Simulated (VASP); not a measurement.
Here is a VASP 6.6.1 calculation.

Contents of INCAR:

```
SYSTEM = Ag
PREC = Accurate
ENCUT = 600
EDIFF = 1E-6
ISMEAR = 0
SIGMA = 0.1
LREAL = .False.
LASPH = .True.
NELM = 100
ALGO = Normal
ISIF = 3
LWAVE = .False.
LCHARG = .False.
GGA = PS
IBRION = 2
NSW = 80
EDIFFG = -0.01
```

File KPOINTS:

```
Automatic mesh
0
Gamma
  16 16 10
  0 0 0
```

File POSCAR:

```
Ag
1.0
    1.4117501670     -2.5487988410      0.0000000000
    1.4117501670      2.5487988410      0.0000000000
    0.0000000000      0.0000000000      4.6605031931
Ag
2
Direct
    0.6622680491      0.3377319509      0.2500000000
    0.3377319509      0.6622680491      0.7500000000
```

Potentials or basis: VASP PAW PBE potentials, release 64 (Ag).

The run is started by

```sh
$ cat potpaw_PBE.64/Ag/POTCAR > POTCAR
$ mpirun -np 1 vasp_std > vasp.out
```

Question: Predict the relaxed volume.

Answer: 16.67 Å³/atom.

Question: Predict the band gap on the k mesh.

Answer: Zero (band 11 reaches 12.23 eV, above the bottom of band 12 at 5.15 eV).

Final structure:
```xyz
2
Lattice="1.4330 -2.4791 0.0000 1.4330 2.4791 0.0000 0.0000 0.0000 4.6925" Properties=species:S:1:pos:R:3 pbc="T T T"
Ag    1.4330   -0.8273    1.1731
Ag    1.4330    0.8273    3.5194
```

Caveat: the PAW data sets were made with another functional, which shifts forces and pressure a little.
